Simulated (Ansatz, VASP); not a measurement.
## TaSiH4: VASP beside Ansatz

```
Ta Si H
1.0
     3.33205    0.00000    0.00000
     0.00000    3.03423    0.00000
     0.00000    0.00000    4.55087
Ta Si H
1 1 4
Cartesian
  1.6660 0.0000 2.2754
  0.0000 0.0000 0.0000
  0.0000 1.5171 2.7205
  1.6660 1.5171 1.0339
  1.6660 1.5171 3.5170
  0.0000 1.5171 1.8303
```

Change from the starting cell: species swapped into the HfZrB4 type (Pmmm, No. 47).

Alike in both runs: functional PBE; k mesh 6 × 6 × 4; occupations gaussian, width 0.1 eV; no spin polarisation.

Ansatz relaxed the structure, and its values are those at the end. VASP's run is a single point on that final structure, the one shown.

|  | VASP | Ansatz |
| --- | --- | --- |
| version | VASP 6.6.1 | Ansatz 0.2.0 |
| potentials or method | VASP PAW PBE potentials, release 64 (Ta_pv, Si, H), cutoff 520 eV | scalar-relativistic, plane waves, PAW |
| valence electrons in the cell | 19 | 21 |

VASP gave:

| Quantity | Value |
| --- | --- |
| gap on the k mesh at the Fermi level (eV) | none |
| pressure (GPa) | -0.1 |
| rms of the force components (eV/Å) | 0.009 |

Task: Which values does Ansatz return?

Result: gap on the k mesh at the Fermi level (eV): none; pressure (GPa): -0.1; rms of the force components (eV/Å): 0.012.

A gap of «none» marks a metal or a gap that the smearing closes. VASP's potentials hold 19 valence electrons a cell and Ansatz's 21, so a difference there can come from the potentials and not from the codes.

Spin-orbit coupling is off throughout.
